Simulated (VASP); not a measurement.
# NaI (I4/mmm) in VASP: notebook

NaI is run at these levels: PBE, r2SCAN; tasks: single point.

Everything below comes from runs of VASP 6.6.1. Logs are shortened: lines on timing, memory, paths and dates and some standing lists are left out, and cuts for length are marked.

### 1 The cell of the first run

Symmetry: I4/mmm, No. 139, tetragonal system. Conventional cell: a = 4.435 Å, b = 4.435 Å, c = 6.459 Å, α = 90.00°, β = 90.00°, γ = 90.00°. Na (site symmetry 4/mmm) has 6 I at 3.14 to 3.23 Å within 4.1 Å. Within 4.1 Å of I (site symmetry 4/mmm) lie 6 Na at 3.14 to 3.23 Å.

### 2 Single point, PBE (biaxial xy strain -2.9%)

Contents of INCAR:

```
PREC = Accurate
ENCUT = 520
EDIFF = 1E-6
ISMEAR = -1
SIGMA = 0.02
LREAL = F
LASPH = T
NELM = 80
ALGO = Normal
ISIF = 2
LWAVE = F
LCHARG = T
GGA = PE
LELF = T
LVHAR = T
NBANDS = 14
```

Contents of KPOINTS:

```
Automatic mesh
0
Gamma
  8 8 8
```

Contents of POSCAR:

```
NaI
1.0
    0.0000000000      3.1359688285      3.2296280417
    3.1359688285      0.0000000000      3.2296280417
    3.1359688285      3.1359688285      0.0000000000
Na I
1 1
Direct
    0.0000000000      0.0000000000      0.0000000000
    0.5000000000      0.5000000000      0.5000000000
```

Potentials or basis: VASP PAW PBE potentials, release 64 (Na_pv, I).

Command:

```bash
$ cat potpaw_PBE.64/Na_pv/POTCAR potpaw_PBE.64/I/POTCAR > POTCAR
$ mpirun -np 1 vasp_std > vasp.out
```

OUTCAR:

```text
PREC = Accurate
   ENCUT = 520
   EDIFF = 1E-6
   ISMEAR = -1
   LREAL = F
   LASPH = T
   NELM = 80
   ISIF = 2
   GGA = PE

 ion  position               nearest neighbor table
   1  0.000  0.000  0.000-   2 3.14   2 3.14   2 3.14   2 3.14
   2  0.500  0.500  0.500-   1 3.14   1 3.14   1 3.14   1 3.14

  LATTYP: Found a body centered tetragonal cell.
 ALAT       =     4.4349296484
 C/A-ratio  =     1.4564506307

  Lattice vectors:

 A1 = (  -3.1359688285,   0.0000000000,   3.2296280417)
 A2 = (   3.1359688285,   0.0000000000,   3.2296280417)
 A3 = (   0.0000000000,   3.1359688285,  -3.2296280417)

Analysis of symmetry for initial positions (statically):
=====================================================================
 Subroutine PRICEL returns:
 Original cell was already a primitive cell.

 Routine SETGRP: Setting up the symmetry group for a
 body centered tetragonal supercell.

 Subroutine GETGRP returns: Found 16 space group operations
 (whereof 16 operations were pure point group operations)
 out of a pool of 16 trial point group operations.

The static configuration has the point symmetry D_4h.

Analysis of symmetry for dynamics (positions and initial velocities):
=====================================================================
 Subroutine PRICEL returns:
 Original cell was already a primitive cell.

 Routine SETGRP: Setting up the symmetry group for a
 body centered tetragonal supercell.

 Subroutine GETGRP returns: Found 16 space group operations
 (whereof 16 operations were pure point group operations)
 out of a pool of 16 trial point group operations.

The dynamic configuration has the point symmetry D_4h.

 Subroutine INISYM returns: Found 16 space group operations
 (whereof 16 operations are pure point group operations),
 and found     1 'primitive' translations

----------------------------------------------------------------------------------------

                                     Primitive cell

  volume of cell :      63.5223

  direct lattice vectors                    reciprocal lattice vectors
     0.000000000  3.135968828  3.229628042    -0.159440360  0.159440360  0.154816590
     3.135968828  0.000000000  3.229628042     0.159440360 -0.159440360  0.154816590
     3.135968828  3.135968828  0.000000000     0.159440360  0.159440360 -0.154816590

  length of vectors
     4.501643898  4.501643898  4.434929648     0.273515326  0.273515326  0.273515326

  position of ions in fractional coordinates (direct lattice)
     0.000000000  0.000000000  0.000000000
     0.500000000  0.500000000  0.500000000
[... 83 lines left out ...]
   ISIF   =      2    stress and relaxation
   ISYM   =      2    0-nonsym 1-usesym 2-fastsym
   POTIM  = 0.5000    time-step for ionic-motion
   TEBEG  =    0.0;   TEEND  =   0.0 temperature during run
   PSTRESS=    0.0 pullay stress
   NELECT =      14.0000    total number of electrons
   NUPDOWN=      -1.0000    fix difference up-down
   EMIN   =  10.00;   EMAX   =-10.00  energy-range for DOS
   EFERMI =   0.00;   METHOD = LEGACY
   ISMEAR =    -1;   SIGMA  =   0.02  broadening in eV -4-tet -1-fermi 0-gaus
   EFERMI_NEDOS =   21; number of points for ismear=-14 and -15
   IALGO  =     38    algorithm
   IMIX   =      4    mixing-type and parameters
     AMIX     =   0.40;   BMIX     =  1.00
     AMIX_MAG =   1.60;   BMIX_MAG =  1.00
  volume/ion in A,a.u.               =      31.76       214.33
  Fermi-wavevector in a.u.,A,eV,Ry     =   0.988877  1.868706 13.304828  0.977877
  Thomas-Fermi vector in A             =   2.120435
   LORBIT       =      0    0 simple, 1 ext, 2 COOP (PROOUT), +10 PAW based schemes
   GGA     = PE    functional components
   LHFCALC =     F    Hartree Fock is set to
   AEXX    =    0.0000 exact exchange contribution
   IVDW    =     0    specifies the selected vdW correction
   LEPSILON=     F    determine dielectric tensor
   LRPA    =     F    only Hartree local field effects (RPA)
 non-spin polarized calculation
  energy-cutoff  :      520.00
  volume of cell :       63.52
 maximum number of plane-waves:      1731
 NGX is ok and might be reduce to    36
   NGX = 17   NGY = 17   NGZ = 17

 number of electron      14.0000008 magnetization

 Free energy of the ion-electron system (eV)
  ---------------------------------------------------
  ext. energy  EPLUGINS =         0.00000000
  ---------------------------------------------------
  free energy    TOTEN  =        -5.35300730 eV

  energy without entropy =       -5.35300730  energy(sigma->0) =       -5.35300730

 E-fermi :   1.6816     XC(G=0):  -7.9693

 val. band max:        1.2979862172   @ k =   0.0000   0.0000   0.0000
 cond. band min:       5.1044595432   @ k =   0.0000   0.0000   0.0000
 fundamental gap:      3.8064733259
 Fermi energy:         1.6816393867

 k-point     1 :       0.0000    0.0000    0.0000
  band No.  band energies     occupation
      1     -21.0943      2.00000
      2     -21.0926      2.00000
      3     -21.0926      2.00000
      4      -9.9187      2.00000
      5       1.2682      2.00000
      6       1.2682      2.00000
      7       1.2980      2.00000
      8       5.1045      0.00000
      9       9.0729      0.00000
     10       9.2749      0.00000
     11       9.2749      0.00000
     12      10.9548      0.00000
     13      11.3051      0.00000
     14      11.7564      0.00000
[... 377 lines left out ...]
      1     -21.0986      2.00000
      2     -21.0947      2.00000
      3     -21.0932      2.00000
      4      -9.6080      2.00000
      5      -0.6468      2.00000
      6       0.8507      2.00000
      7       0.8727      2.00000
      8       6.8309      0.00000
      9       8.5120      0.00000
     10       8.9640      0.00000
     11       9.4095      0.00000
     12      11.5585      0.00000
     13      12.5844      0.00000
     14      12.6486      0.00000

 [... further k-points ...]
[... 5 lines left out ...]
  --------------------------------------------------------------------------------------
  -------------------------------------------------------------------------------------
  Total        0.8426438      0.8426438      0.4350077      0.0000000      0.0000000     -0.0000000
  in kB       21.2534113     21.2534113     10.9718936      0.0000000      0.0000000     -0.0000000
  external PRESSURE =      17.8262388 kB  Pullay stress =       0.0000000 kB

 VOLUME and BASIS-vectors are now :
 -----------------------------------------------------------------------------
  energy-cutoff  :      520.00
  volume of cell :       63.52
      direct lattice vectors                 reciprocal lattice vectors
     0.000000000  3.135968828  3.229628042    -0.159440360  0.159440360  0.154816590
     3.135968828  0.000000000  3.229628042     0.159440360 -0.159440360  0.154816590
     3.135968828  3.135968828  0.000000000     0.159440360  0.159440360 -0.154816590

 POSITION                                       TOTAL-FORCE (eV/Angst)
 -----------------------------------------------------------------------------------
      0.00000      0.00000      0.00000        -0.000000      0.000000      0.000000
      3.13597      3.13597      3.22963         0.000000     -0.000000      0.000000
 -----------------------------------------------------------------------------------
    total drift:                                0.000000      0.000000      0.000000

  FREE ENERGIE OF THE ION-ELECTRON SYSTEM (eV)
  ---------------------------------------------------
  free  energy   TOTEN  =        -5.3530072952 eV

  energy  without entropy=       -5.3530072952  energy(sigma->0) =       -5.35300730
```

OSZICAR:

```text
N       E                     dE             d eps       ncg     rms          rms(c)
DAV:   1     0.830397785161E+02    0.83040E+02   -0.66091E+03  1652   0.914E+02
DAV:   2     0.106565159248E+01   -0.81974E+02   -0.75836E+02  1774   0.223E+02
DAV:   3    -0.525681240585E+01   -0.63225E+01   -0.62853E+01  2114   0.601E+01
DAV:   4    -0.540913931331E+01   -0.15233E+00   -0.15229E+00  2084   0.951E+00
DAV:   5    -0.541320483841E+01   -0.40655E-02   -0.40655E-02  2262   0.153E+00    0.170E+00
DAV:   6    -0.535890043492E+01    0.54304E-01   -0.61951E-02  2012   0.148E+00    0.115E+00
DAV:   7    -0.535125484939E+01    0.76456E-02   -0.59522E-02  2114   0.129E+00    0.606E-01
DAV:   8    -0.535302533998E+01   -0.17705E-02   -0.46699E-03  1916   0.550E-01    0.174E-01
DAV:   9    -0.535299349781E+01    0.31842E-04   -0.20596E-04  2018   0.128E-01    0.318E-02
DAV:  10    -0.535300655046E+01   -0.13053E-04   -0.31817E-05  1976   0.592E-02    0.114E-02
DAV:  11    -0.535300729524E+01   -0.74478E-06   -0.42851E-06  2120   0.211E-02
   1 F= -.53530073E+01 E0= -.53530073E+01  d E =-.161205E-10
```

It took 37 s on 1 thread of AMD EPYC 7R43 (Zen 3), shared host; peak memory 0.18 GiB.

What came out:

* Free energy: -5.3530 eV
* Pressure: 1.8 GPa
* Band gap on the k mesh: 3.81 eV, direct

Levels at points of the mesh, in eV from the valence-band top:
| k point | band 5 | band 6 | band 7 | band 8 | band 9 | band 10 |
| --- | --- | --- | --- | --- | --- | --- |
| (0.00, 0.00, 0.00) | -0.03 | -0.03 | 0.00 | 3.81 | 7.77 | 7.98 |
| (0.50, 0.00, 0.00) | -2.44 | -0.37 | -0.31 | 5.09 | 7.37 | 7.60 |
| (0.50, 0.50, 0.00) | -2.15 | -0.80 | -0.80 | 4.56 | 5.46 | 10.13 |
| (0.50, 0.00, 0.50) | -2.14 | -0.94 | -0.82 | 4.51 | 5.39 | 10.34 |

Caveat: the cell differs from its parent crystal (biaxial xy strain -2.9%); spin-orbit coupling is left out, which moves the levels of the heavy elements.

(Part 1 of 2 ends here.)
